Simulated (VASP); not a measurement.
## V: single point with RPBE

Crystal: V.

```
V
1.0
    -3.13744    3.13679    1.22712
     3.13679   -3.13744    1.22712
     1.74451    1.74451   -1.22831
V
2
Direct
  0.00001 0.99999 0.00000
  0.74999 0.25001 0.50000
```

```yaml
Program: VASP 6.6.1
Task: single point
Functional: RPBE
Potentials_or_basis: VASP PAW PBE potentials, release 64 (V_sv)
Cutoff: 520 eV
k_mesh: 16 × 16 × 14
Occupations: fermi-dirac, width 0.1 eV
Spin: no spin polarisation
```

| Quantity | Value |
| --- | --- |
| Pressure | 7.6 GPa |
| Band gap on the k mesh | zero (bands 13 and 14 overlap by 2.15 eV) |

Forces in eV/Å, atoms in the order of the input:
```
V    0.002 -0.002  0.000
V   -0.002  0.002  0.000
```

Levels at points of the mesh, in eV from the Fermi level:
| k point | band 11 | band 12 | band 13 | band 14 | band 15 | band 16 |
| --- | --- | --- | --- | --- | --- | --- |
| (0.00, 0.00, 0.00) | -0.64 | -0.61 | 0.72 | 0.75 | 0.77 | 1.72 |
| (0.50, 0.00, 0.00) | -2.30 | -0.48 | 0.44 | 0.80 | 2.03 | 2.52 |
| (0.50, 0.50, 0.00) | -0.73 | -0.72 | -0.27 | -0.27 | 1.61 | 1.61 |
| (0.00, 0.00, 0.50) | -1.50 | -1.50 | -0.99 | -0.99 | 2.71 | 2.71 |
| (0.50, 0.00, 0.50) | -2.30 | -0.48 | 0.45 | 0.80 | 2.03 | 2.52 |
| (0.50, 0.50, 0.50) | -1.65 | -1.65 | 1.16 | 1.16 | 2.43 | 2.43 |

It took 3.8 min on 1 thread of Intel(R) Xeon(R) 6975P-C (Granite Rapids), on a shared host, peak memory 0.5 GiB.

Caveat: the cell stands under pressure; the PAW data sets were made with another functional, which shifts forces and pressure a little.
